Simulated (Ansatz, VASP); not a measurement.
**Two plane-wave programs on NbH**

```
Nb H
1.0
    -1.60429    1.60429    1.95685
     1.60429   -1.60429    1.95685
     1.60429    1.60429   -1.95685
Nb H
1 1
Direct
  0.00000 0.00000 0.00000
  0.50000 0.50000 0.00000
```

Alike in both runs: functional r2SCAN; k mesh 24 × 24 × 24; occupations gaussian, width 0.1 eV; no spin polarisation.

Ansatz relaxed the structure, and its values are those at the end. VASP's run is a single point on that final structure, the one shown.

|  | VASP | Ansatz |
| --- | --- | --- |
| version | VASP 6.6.1 | Ansatz 0.2.0 |
| potentials or method | VASP PAW PBE potentials, release 64 (Nb_sv, H), cutoff 520 eV | scalar-relativistic, plane waves, PAW |
| valence electrons in the cell | 14 | 14 |

Ansatz gave:

| Quantity | Value |
| --- | --- |
| gap on the k mesh at the Fermi level (eV) | none |
| pressure (GPa) | 0.0 |

**Question.** Which values does VASP return?

**Answer.** gap on the k mesh at the Fermi level (eV): none; pressure (GPa): -0.3.

VASP's potentials were made for PBE, not for r2SCAN. A gap of «none» marks a metal or a gap that the smearing closes. The functional is the same, so the differences come from potentials, cutoffs and numerics.
